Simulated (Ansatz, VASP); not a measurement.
## Ru in VASP and in Ansatz

File INCAR:

```
SYSTEM = Ru
PREC     = Accurate       ! precision mode
ENCUT    = 600            ! plane-wave cutoff, eV
EDIFF    = 1E-6           ! SCF threshold, eV
ISMEAR   = -1             ! smearing method
SIGMA    = 0.1            ! smearing width, eV
LREAL    = .FALSE.        ! projectors in reciprocal space
LASPH    = .TRUE.         ! aspherical terms in the spheres
NELM     = 80             ! most SCF steps
ALGO     = Normal         ! electronic algorithm
ISIF     = 3              ! what is computed and relaxed
LWAVE    = .FALSE.        ! write WAVECAR
LCHARG   = .FALSE.        ! write CHGCAR
GGA      = RE             ! functional
IBRION   = 2              ! ionic algorithm
NSW      = 80             ! ionic steps
EDIFFG   = -0.01          ! ionic threshold
```

KPOINTS

```
regular mesh
0
G
  13 13 13
  0 0 0
```

File POSCAR:

```
Ru
1.0
    2.4462764308      0.0000000000      0.0000000000
    0.0000000000      2.4462764308      0.0000000000
    0.0000000000      0.0000000000      2.4462764308
Ru
1
Direct
    0.0000000000      0.0000000000      0.0000000000
```

Input for Ansatz:

```yaml
crystal:
  lattice:
    - [2.4462764308, 0.0, 0.0]
    - [0.0, 2.4462764308, 0.0]
    - [0.0, 0.0, 2.4462764308]
  atoms:
    - { symbol: Ru, position: [0.0, 0.0, 0.0] }
hamiltonian:
  xc: revpbe
  pseudopotentials:
    kind: paw
    azcp:
      Ru: "pseudopotentials/Ru.paw.azcp"
basis:
  ecutwfc: 420
  fft_grid_basis: typed
kpoints:
  mp_grid: { grid: [13, 13, 13], shift: [0, 0, 0] }
magnetization:
  spin_polarized: false
scf:
  occupations: { method: fermi_dirac, width: 0.1 }
relax:
  max_steps: 60
  f_tol: 0.01
  cell: {}
```

Alike in both runs: task relaxation of cell and atoms; functional revPBE; k mesh 13 × 13 × 13; occupations fermi-dirac, width 0.1 eV; no spin polarisation.

|  | VASP | Ansatz |
| --- | --- | --- |
| version | VASP 6.6.1 | Ansatz 0.2.0 |
| potentials or method | VASP PAW PBE potentials, release 64 (Ru_pv), cutoff 600 eV | plane waves (420 eV) with PAW, scalar-relativistic |
| valence electrons in the cell | 14 | 16 |

```csv
,VASP,Ansatz,Ansatz less VASP
relaxed volume (Å³/atom),16.04,16.05,+0.007
relaxed cell length with the largest relative difference (Å),2.522,2.522,+0.0004
```

VASP's potentials were made for PBE, not for revPBE. VASP's potentials hold 14 valence electrons a cell and Ansatz's 16, so a difference there can come from the potentials and not from the codes.
